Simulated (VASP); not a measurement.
MoS2, 12 atoms in the cell. The cell holds a slab with vacuum, 12 atoms: a = 3.246 Å, b = 3.246 Å, c = 35.155 Å, α = 90.00°, β = 90.00°, γ = 120.00°. 

| Property | Result |
| --- | --- |
| Program | VASP 6.6.1 |
| Task | single point |
| Functional | PBEsol |
| Potentials or basis | VASP PAW PBE potentials, release 64 (Mo_sv, S) |
| Cutoff | 520 eV |
| k mesh | 10 × 10 × 1 |
| Occupations | fermi-dirac, width 0.05 eV |
| Spin | no spin polarisation |
| Dipole correction | no |
| Further INCAR settings | ALGO = Normal; EDIFF = 1e-07; NBANDS = 64 |

Potentials or basis: VASP PAW PBE potentials, release 64 (Mo_sv, S).

The run is started by

```console
$ cat potpaw_PBE.64/Mo_sv/POTCAR potpaw_PBE.64/S/POTCAR > POTCAR
$ mpirun -np 1 vasp_std > vasp.out
```

Hardware: 1 thread of Intel Xeon 8259CL, with other jobs on the host.

Task: Estimate the wall time of this run.

Result: Wall time 14 min on 1 thread of Intel Xeon 8259CL, with other jobs on the host, peak memory 0.52 GiB. Counts: scf iterations 25, k points 14.
